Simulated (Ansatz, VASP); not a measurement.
Two plane-wave programs on AlFe

INCAR

```
SYSTEM = AlFe
ALGO = Normal
EDIFF = 1E-8
ENCUT = 520
GGA = PE
ISIF = 2
ISMEAR = -1
ISPIN = 2
LASPH = .True.
LCHARG = .False.
LEFG = .True.
LMAXMIX = 4
LORBIT = 11
LREAL = .False.
LWAVE = .False.
MAGMOM = 0 3
NBANDS = 16
NELM = 150
PREC = Accurate
SIGMA = 0.05
```

The input KPOINTS:

```
k-points
0
Gamma
  12 12 12
  0 0 0
```

POSCAR

```
AlFe
1.0
    2.8511009115      0.0000000000      0.0000000000
    0.0000000000      2.8511009115      0.0000000000
    0.0000000000      0.0000000000      2.8511009115
Al Fe
1 1
Direct
    0.0000000000      0.0000000000      0.0000000000
    0.5000000000      0.5000000000      0.5000000000
```

Input for Ansatz:

```yaml
crystal:
  lattice:
    - [2.8511009115, 0.0, 0.0]
    - [0.0, 2.8511009115, 0.0]
    - [0.0, 0.0, 2.8511009115]
  atoms:
    - { symbol: Al, position: [0.0, 0.0, 0.0] }
    - { symbol: Fe, position: [0.5, 0.5, 0.5], spin: 3.0 }
magnetization:
  spin_polarized: true
kpoints:
  mp_grid: { grid: [12, 12, 12] }
scf:
  occupations: { method: fermi_dirac, width: 0.05 }
hamiltonian:
  xc: pbe
  pseudopotentials: { kind: paw }
output:
  forces: true
  stress: true
  eigenvalues: true
  efg: { contact_densities: true }
```

Change from the starting cell: volume scaled by 0.9405, PAW files.

Alike in both runs: task electric field gradients; functional PBE; k mesh 12 × 12 × 12; occupations fermi-dirac, width 0.05 eV; collinear spin.

|  | VASP | Ansatz |
| --- | --- | --- |
| version | VASP 6.6.1 | Ansatz 0.2.0 |
| potentials or method | VASP PAW PBE potentials, release 64 (Al, Fe) | PAW with Ansatz's default frozen-core files, scalar-relativistic |
| plane-wave cutoff (eV) | 520 | 420 |
| valence electrons in the cell | 11 | 19 |

```tsv
	VASP	Ansatz	Ansatz less VASP
pressure (GPa)	4.5	4.6	+0.04
net moment per atom (μB)	0.34	0.34	+0.003
size of the moment on the site where the two differ most (μB)	0.70	0.70	-0.002
```

Site moments also hang on the region over which each program counts them. VASP's potentials hold 11 valence electrons a cell and Ansatz's 19, so a difference there can come from the potentials and not from the codes.
